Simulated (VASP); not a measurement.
# P: single point with PBE+D3(BJ)

Slab: P, a slab with vacuum.

```
P
1.0
     3.29620    0.00000    0.00000
     0.00000    4.43913    0.00000
     0.00000    0.00000   30.33768
P
4
Direct
  0.00000 0.58250 0.46501
  0.50000 0.91750 0.46501
  0.50000 0.08250 0.53499
  0.00000 0.41750 0.53499
```

```json
{"Program": "VASP 6.6.1", "Task": "single point", "Functional": "PBE", "Dispersion": "D3(BJ)", "Potentials or basis": "VASP PAW PBE potentials, release 64 (P)", "Cutoff": "520 eV", "k mesh": "6 × 4 × 1", "Occupations": "gaussian, width 0.02 eV", "Spin": "no spin polarisation"}
```

| Quantity | Value |
| --- | --- |
| Largest force | 0.076 eV/Å |
| Band gap on the k mesh | 0.74 eV, direct |
| Dispersion energy per atom | -0.247 eV |

Forces in eV/Å, atoms in the order of the input:
```
P    0.000  0.006  0.076
P    0.000 -0.006  0.076
P    0.000  0.006 -0.076
P    0.000 -0.006 -0.076
```

Levels at points of the mesh, in eV from the valence-band top:
| k point | band 8 | band 9 | band 10 | band 11 | band 12 | band 13 |
| --- | --- | --- | --- | --- | --- | --- |
| (0.00, 0.00, 0.00) | -1.87 | -1.76 | 0.00 | 0.74 | 1.58 | 2.74 |
| (0.50, 0.00, 0.00) | -2.74 | -2.04 | -2.04 | 1.31 | 1.31 | 1.96 |
| (0.00, 0.50, 0.00) | -2.55 | -1.03 | -1.03 | 2.11 | 2.11 | 3.48 |
| (0.50, 0.50, 0.00) | -4.87 | -1.31 | -1.31 | 2.42 | 2.42 | 4.28 |

Wall time 5.9 min on 1 thread of Intel Xeon 6975P-C, on a shared host, peak memory 0.55 GiB.
